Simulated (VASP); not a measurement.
# Si (Fd-3m) in VASP: a series of runs

Runs on Si. Level: PBE. Tasks: single point.

All numbers are computed with VASP 6.6.1; they aren't measurements. Logs are shortened: lines on timing, memory, paths and dates and some standing lists are left out, and cuts for length are marked.

## (1) The cell of the first run

Symmetry: Fd-3m, No. 227, cubic system. Conventional cell: a = 5.470 Å, b = 5.470 Å, c = 5.470 Å, α = 90.00°, β = 90.00°, γ = 90.00°. Within 3.1 Å of Si (site symmetry -43m) lie 4 Si at 2.37 Å.

## (2) Single point, PBE

Input file INCAR:

```
PREC = Accurate
ENCUT = 520
EDIFF = 1E-6
ISMEAR = 0
SIGMA = 0.02
LREAL = False
LASPH = True
NELM = 60
ALGO = Normal
ISIF = 2
LWAVE = False
LCHARG = False
GGA = PE
NBANDS = 11
```

Input file KPOINTS:

```
Automatic mesh
0
Gamma
  8 8 8
```

Input file POSCAR:

```
Si
1.0
    0.0000000000      2.7350468830      2.7350468830
    2.7350468830      0.0000000000      2.7350468830
    2.7350468830      2.7350468830      0.0000000000
Si
2
Direct
    0.7500000000      0.7500000000      0.7500000000
    0.5000000000      0.5000000000      0.5000000000
```

Potentials or basis: VASP PAW PBE potentials, release 64 (Si).

On the command line:

```console
cat potpaw_PBE.64/Si/POTCAR > POTCAR
mpirun -np 1 vasp_std > vasp.out
```

OUTCAR:

```text
PREC = Accurate
   ENCUT = 520
   EDIFF = 1E-6
   ISMEAR = 0
   LREAL = False
   LASPH = True
   NELM = 60
   ISIF = 2
   GGA = PE

 ion  position               nearest neighbor table
   1  0.750  0.750  0.750-   2 2.37   2 2.37   2 2.37   2 2.37
   2  0.500  0.500  0.500-   1 2.37   1 2.37   1 2.37   1 2.37

  LATTYP: Found a face centered cubic cell.
 ALAT       =     5.4700937660

  Lattice vectors:

 A1 = (   0.0000000000,   2.7350468830,   2.7350468830)
 A2 = (   2.7350468830,   0.0000000000,   2.7350468830)
 A3 = (   2.7350468830,   2.7350468830,   0.0000000000)

Analysis of symmetry for initial positions (statically):
=====================================================================
 Subroutine PRICEL returns:
 Original cell was already a primitive cell.

 Routine SETGRP: Setting up the symmetry group for a
 face centered cubic supercell.

 Subroutine GETGRP returns: Found 48 space group operations
 (whereof 24 operations were pure point group operations)
 out of a pool of 48 trial point group operations.

The static configuration has the point symmetry T_d .
 The point group associated with its full space group is O_h .

Analysis of symmetry for dynamics (positions and initial velocities):
=====================================================================
 Subroutine PRICEL returns:
 Original cell was already a primitive cell.

 Routine SETGRP: Setting up the symmetry group for a
 face centered cubic supercell.

 Subroutine GETGRP returns: Found 48 space group operations
 (whereof 24 operations were pure point group operations)
 out of a pool of 48 trial point group operations.

The dynamic configuration has the point symmetry T_d .
 The point group associated with its full space group is O_h .

 Subroutine INISYM returns: Found 48 space group operations
 (whereof 24 operations are pure point group operations),
 and found     1 'primitive' translations

----------------------------------------------------------------------------------------

                                     Primitive cell

  volume of cell :      40.9189

  direct lattice vectors                    reciprocal lattice vectors
     0.000000000  2.735046883  2.735046883    -0.182812223  0.182812223  0.182812223
     2.735046883  0.000000000  2.735046883     0.182812223 -0.182812223  0.182812223
     2.735046883  2.735046883  0.000000000     0.182812223  0.182812223 -0.182812223

  length of vectors
     3.867940396  3.867940396  3.867940396     0.316640058  0.316640058  0.316640058

  position of ions in fractional coordinates (direct lattice)
     0.750000000  0.750000000  0.750000000
     0.500000000  0.500000000  0.500000000

  ion indices of the primitive-cell ions
   primitive index   ion index
                 1           1
                 2           2

----------------------------------------------------------------------------------------

 KPOINTS: Automatic mesh

Automatic generation of k-mesh.
 Grid dimensions read from file:
 generate k-points for:    8    8    8

 Generating k-lattice:

  Cartesian coordinates                     Fractional coordinates (reciprocal lattice)
    -0.022851528  0.022851528  0.022851528     0.125000000  0.000000000  0.000000000
     0.022851528 -0.022851528  0.022851528     0.000000000  0.125000000  0.000000000
     0.022851528  0.022851528 -0.022851528     0.000000000  0.000000000  0.125000000

  Length of vectors
     0.039580007  0.039580007  0.039580007

  Shift w.r.t. Gamma in fractional coordinates (k-lattice)
     0.000000000  0.000000000  0.000000000

 Subroutine IBZKPT returns following result:
 ===========================================

 Found     29 irreducible k-points:

 Following reciprocal coordinates:
            Coordinates               Weight
  0.000000  0.000000  0.000000      1.000000
  0.125000  0.000000  0.000000      8.000000
  0.250000  0.000000  0.000000      8.000000
  0.375000  0.000000  0.000000      8.000000
  0.500000  0.000000  0.000000      4.000000
  0.125000  0.125000  0.000000      6.000000
[... 16 lines left out ...]
  0.500000  0.250000  0.125000     48.000000
 -0.375000  0.250000  0.125000     24.000000
 [... further k-points ...]
   k-points           NKPTS =     29   k-points in BZ     NKDIM =     29   number of bands    NBANDS=     11
   number of dos      NEDOS =    301   number of ions     NIONS =      2
   total plane-waves  NPLWV =  27000
   dimension x,y,z NGX =    30 NGY =   30 NGZ =   30
   dimension x,y,z NGXF=    60 NGYF=   60 NGZF=   60
   ions per type =               2
   NGX,Y,Z   is equivalent  to a cutoff of  12.89, 12.89, 12.89 a.u.
   NGXF,Y,Z  is equivalent  to a cutoff of  25.79, 25.79, 25.79 a.u.
 SYSTEM =  unknown system
   PREC   = accura    normal or accurate (medium, high low for compatibility)
   ISTART =      0    job   : 0-new  1-cont  2-samecut
   ICHARG =      2    charge: 1-file 2-atom 10-const
   ISPIN  =      1    spin polarized calculation?
   LNONCOLLINEAR =      F non collinear calculations
   LSORBIT =      F    spin-orbit coupling
   LASPH  =      T    aspherical Exc in radial PAW
   ENCUT  =  520.0 eV  38.22 Ry    6.18 a.u.   7.19  7.19  7.19*2*pi/ulx,y,z
   NELM   =     60;   NELMIN=  2; NELMDL= -5     # of ELM steps
   EDIFF  = 0.1E-05   stopping-criterion for ELM
   LREAL  =      F    real-space projection
   EDIFFG = 0.1E-04   stopping-criterion for IOM
   NSW    =      0    number of steps for IOM
   IBRION =     -1    ionic relax: 0-MD 1-quasi-New 2-CG
   NFREE  =      0    steps in history (QN), initial steepest desc. (CG)
   ISIF   =      2    stress and relaxation
   ISYM   =      2    0-nonsym 1-usesym 2-fastsym
   POTIM  = 0.5000    time-step for ionic-motion
   TEBEG  =    0.0;   TEEND  =   0.0 temperature during run
   PSTRESS=    0.0 pullay stress
   NELECT =       8.0000    total number of electrons
   NUPDOWN=      -1.0000    fix difference up-down
   EMIN   =  10.00;   EMAX   =-10.00  energy-range for DOS
   EFERMI =   0.00;   METHOD = LEGACY
   ISMEAR =     0;   SIGMA  =   0.02  broadening in eV -4-tet -1-fermi 0-gaus
   EFERMI_NEDOS =   21; number of points for ismear=-14 and -15
   IALGO  =     38    algorithm
   IMIX   =      4    mixing-type and parameters
     AMIX     =   0.40;   BMIX     =  1.00
     AMIX_MAG =   1.60;   BMIX_MAG =  1.00
  volume/ion in A,a.u.               =      20.46       138.07
  Fermi-wavevector in a.u.,A,eV,Ry     =   0.950160  1.795542 12.283393  0.902804
  Thomas-Fermi vector in A             =   2.078511
   LORBIT       =      0    0 simple, 1 ext, 2 COOP (PROOUT), +10 PAW based schemes
   GGA     = PE    functional components
   LHFCALC =     F    Hartree Fock is set to
   AEXX    =    0.0000 exact exchange contribution
   IVDW    =     0    specifies the selected vdW correction
   LEPSILON=     F    determine dielectric tensor
   LRPA    =     F    only Hartree local field effects (RPA)
 non-spin polarized calculation
 Gauss-broadening in eV      SIGMA  =   0.02
  energy-cutoff  :      520.00
  volume of cell :       40.92
 maximum number of plane-waves:      1124
 NGX is ok and might be reduce to    30
   NGX = 15   NGY = 15   NGZ = 15

 number of electron       8.0000001 magnetization

 Free energy of the ion-electron system (eV)
  ---------------------------------------------------
  ext. energy  EPLUGINS =         0.00000000
  ---------------------------------------------------
  free energy    TOTEN  =       -10.84608134 eV

  energy without entropy =      -10.84608134  energy(sigma->0) =      -10.84608134

 E-fermi :   5.7099     XC(G=0):  -9.3237

 val. band max:        5.6099048637   @ k =   0.0000   0.0000   0.0000
 cond. band min:       6.2610804360   @ k =   0.3750   0.3750   0.0000
 fundamental gap:      0.6511755723
 Fermi energy:         5.7099136172

 k-point     1 :       0.0000    0.0000    0.0000
  band No.  band energies     occupation
      1      -6.1999      2.00000
      2       5.6099      2.00000
      3       5.6099      2.00000
      4       5.6099      2.00000
      5       8.1661      0.00000
      6       8.1661      0.00000
      7       8.1661      0.00000
      8       8.7353      0.00000
      9      13.3181      0.00000
     10      13.3181      0.00000
     11      13.4841      0.00000

 k-point     2 :       0.1250    0.0000    0.0000
  band No.  band energies     occupation
      1      -5.9996      2.00000
      2       4.0193      2.00000
      3       5.3277      2.00000
      4       5.3277      2.00000
      5       8.0505      0.00000
      6       8.5812      0.00000
      7       8.5812      0.00000
      8      10.1363      0.00000
      9      12.8455      0.00000
     10      12.8455      0.00000
     11      14.2594      0.00000

 k-point     3 :       0.2500    0.0000    0.0000
  band No.  band energies     occupation
      1      -5.4156      2.00000
      2       1.7249      2.00000
      3       4.8653      2.00000
      4       4.8653      2.00000
      5       7.5665      0.00000
      6       9.0991      0.00000
      7       9.0991      0.00000
      8      12.3549      0.00000
      9      12.7963      0.00000
     10      12.7963      0.00000
     11      14.5369      0.00000

 k-point     4 :       0.3750    0.0000    0.0000
  band No.  band energies     occupation
      1      -4.5417      2.00000
      2      -0.2583      2.00000
      3       4.5427      2.00000
      4       4.5427      2.00000
      5       7.2019      0.00000
      6       9.0626      0.00000
      7       9.0626      0.00000
      8      13.4453      0.00000
      9      14.1472      0.00000
     10      14.1472      0.00000
     11      15.1157      0.00000

 k-point     5 :       0.5000    0.0000    0.0000
  band No.  band energies     occupation
      1      -3.9230      2.00000
      2      -1.2555      2.00000
      3       4.4321      2.00000
      4       4.4321      2.00000
      5       7.0737      0.00000
      6       8.9592      0.00000
      7       8.9592      0.00000
      8      13.3104      0.00000
      9      16.1028      0.00000
     10      16.1028      0.00000
     11      16.7854      0.00000
[... 211 lines left out ...]
 k-point    21 :       0.5000    0.5000    0.0000
  band No.  band energies     occupation
      1      -2.1340      2.00000
      2      -2.1340      2.00000
      3       2.8176      2.00000
      4       2.8176      2.00000
      5       6.3624      0.00000
      6       6.3624      0.00000
      7      15.5399      0.00000
      8      15.5399      0.00000
      9      16.5145      0.00000
     10      16.5145      0.00000
     11      18.0496      0.00000

 k-point    22 :       0.3750    0.2500    0.1250
  band No.  band energies     occupation
      1      -4.8959      2.00000
      2       1.3424      2.00000
      3       2.9597      2.00000
      4       4.2106      2.00000
      5       8.0527      0.00000
      6       9.4342      0.00000
      7       9.8129      0.00000
      8      11.0486      0.00000
      9      13.3202      0.00000
     10      15.7104      0.00000
     11      16.5702      0.00000

 k-point    23 :       0.5000    0.2500    0.1250
  band No.  band energies     occupation
      1      -4.0271      2.00000
      2      -0.1762      2.00000
      3       2.3558      2.00000
      4       3.7236      2.00000
      5       8.4736      0.00000
      6       9.1387      0.00000
      7      10.5861      0.00000
      8      11.4862      0.00000
      9      14.5377      0.00000
     10      15.2331      0.00000
     11      17.5090      0.00000

 k-point    24 :      -0.3750    0.2500    0.1250
  band No.  band energies     occupation
      1      -3.3935      2.00000
      2      -1.0949      2.00000
      3       2.2244      2.00000
      4       3.5008      2.00000
      5       8.6320      0.00000
      6       8.7564      0.00000
      7      11.4545      0.00000
      8      12.6743      0.00000
      9      12.9140      0.00000
     10      16.1152      0.00000
     11      17.1583      0.00000

 [... further k-points ...]

------------------------ aborting loop because EDIFF is reached ----------------------------------------

  FORCE on cell =-STRESS in cart. coord.  units (eV):
  Direction    XX          YY          ZZ          XY          YZ          ZX
  --------------------------------------------------------------------------------------
  -------------------------------------------------------------------------------------
  Total       -0.0163182     -0.0163182     -0.0163182     -0.0000000     -0.0000000      0.0000000
  in kB       -0.6389375     -0.6389375     -0.6389375     -0.0000000     -0.0000000      0.0000000
  external PRESSURE =      -0.6389375 kB  Pullay stress =       0.0000000 kB

 VOLUME and BASIS-vectors are now :
 -----------------------------------------------------------------------------
  energy-cutoff  :      520.00
  volume of cell :       40.92
      direct lattice vectors                 reciprocal lattice vectors
     0.000000000  2.735046883  2.735046883    -0.182812223  0.182812223  0.182812223
     2.735046883  0.000000000  2.735046883     0.182812223 -0.182812223  0.182812223
     2.735046883  2.735046883  0.000000000     0.182812223  0.182812223 -0.182812223

 POSITION                                       TOTAL-FORCE (eV/Angst)
 -----------------------------------------------------------------------------------
      4.10257      4.10257      4.10257        -0.000000      0.000000      0.000000
      2.73505      2.73505      2.73505         0.000000      0.000000     -0.000000
 -----------------------------------------------------------------------------------
    total drift:                                0.000000     -0.000000     -0.000000

  FREE ENERGIE OF THE ION-ELECTRON SYSTEM (eV)
  ---------------------------------------------------
  free  energy   TOTEN  =       -10.8460813372 eV

  energy  without entropy=      -10.8460813372  energy(sigma->0) =      -10.84608134
```

It took 6.5 s on 1 thread of AMD EPYC 9R45 (Zen 5), shared host; peak memory 0.13 GiB.

Results:

* Free energy: -10.8461 eV
* Pressure: -0.1 GPa
* Band gap on the k mesh: 0.65 eV, indirect (least direct gap 2.56 eV)

[end of part 1 of 2]
